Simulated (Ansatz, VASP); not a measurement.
## GaSb: VASP beside Ansatz

```
CELL_PARAMETERS angstrom
0.00000 3.10696 3.10696
3.10696 0.00000 3.10696
3.10696 3.10696 0.00000
ATOMIC_POSITIONS crystal
Ga 0.00000 0.00000 0.00000
Sb 0.75000 0.75000 0.75000
```

Alike in both runs: task single point; functional PBE; k mesh 10 × 10 × 10; occupations gaussian, width 0.05 eV; no spin polarisation.

```csv
,VASP,Ansatz
version,VASP 6.6.1,Ansatz 0.2.0
potentials or method,"VASP PAW PBE potentials, release 64 (Ga_d, Sb), cutoff 520 eV","scalar-relativistic, plane waves, PAW"
valence electrons in the cell,18,28
```

Ansatz gave:

| Quantity | Value |
| --- | --- |
| gap on the k mesh at the Fermi level (eV) | none |
| pressure (GPa) | 0.0 |

Problem. Which values does VASP return?

Solution. gap on the k mesh at the Fermi level (eV): none; pressure (GPa): 0.1.

A gap of «none» marks a metal or a gap that the smearing closes. With one functional, cell and mesh, what is left measures potentials, basis and numerics. VASP's potentials hold 18 valence electrons a cell and Ansatz's 28, so a difference there can come from the potentials and not from the codes.

Neither program's run includes spin-orbit coupling.
